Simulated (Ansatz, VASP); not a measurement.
One calculation of SnSe, two programs

```
Sn Se
1.0
    11.18687    0.00000    0.00000
     0.00000    4.10447    0.00000
     0.00000    0.00000    4.36895
Sn Se
4 4
Direct
  0.87700 0.75000 0.90900
  0.62300 0.25000 0.40900
  0.37700 0.75000 0.59100
  0.12300 0.25000 0.09100
  0.64300 0.75000 0.98400
  0.85700 0.25000 0.48400
  0.14300 0.75000 0.51600
  0.35700 0.25000 0.01600
```

Alike in both runs: task single point; functional PBE; dispersion D3(BJ); k mesh 3 × 6 × 6; occupations fermi-dirac, width 0.05 eV; no spin polarisation.

|  | VASP | Ansatz |
| --- | --- | --- |
| version | VASP 6.6.1 | Ansatz 0.2.0 |
| potentials or method | VASP PAW PBE potentials, release 64 (Sn_d, Se) | Ansatz PAW |
| plane-wave cutoff (eV) | 520 | 420 |
| valence electrons in the cell | 80 | 120 |

|  | VASP | Ansatz | Ansatz less VASP |
| --- | --- | --- | --- |
| gap on the k mesh at the Fermi level (eV) | 0.53 | 0.53 | +0.004 |
| least direct gap on the mesh (eV) | 0.72 | 0.73 | +0.009 |
| pressure (GPa) | 4.0 | 4.0 | -0.05 |
| traceless stress, the component that is largest in VASP (GPa) | 2.40 | 2.37 | -0.030 |
| rms of the force components (eV/Å) | 0.379 | 0.369 | -0.0101 |

Atom by atom the forces differ by 0.011 eV/Å (rms over components). VASP's potentials hold 80 valence electrons a cell and Ansatz's 120, so a difference there can come from the potentials and not from the codes.

Noted on Ansatz's run: odd divisions of the mesh miss points on the zone boundary, where band edges often lie, so the gap on the mesh can be too wide.
